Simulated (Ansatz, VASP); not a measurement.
MgO in VASP and in Ansatz

```xyz
2
Lattice="2.6233 0.0000 0.0000 0.0000 2.6233 0.0000 0.0000 0.0000 2.6233" Properties=species:S:1:pos:R:3 pbc="T T T"
Mg    0.0000    0.0000    0.0000
O     1.3117    1.3117    1.3117
```

Alike in both runs: task single point; functional HSE06; k mesh 6 × 6 × 6; no spin polarisation.

```csv
,VASP,Ansatz
version,VASP 6.6.1,Ansatz 0.2.0
potentials or method,"VASP PAW PBE potentials, release 64 (Mg, O)","plane waves, PAW"
plane-wave cutoff (eV),520,420
occupations,"gaussian, width 0.01 eV",fixed
valence electrons in the cell,8,16
```

```tsv
	VASP	Ansatz	Ansatz less VASP
gap on the k mesh at the Fermi level (eV)	4.14	4.20	+0.060
pressure (GPa)	-1.2	-0.8	+0.42
```

VASP's potentials hold 8 valence electrons a cell and Ansatz's 16, so a difference there can come from the potentials and not from the codes. Ansatz's warnings: stress exchange threshold loose, stress scf threshold loose.
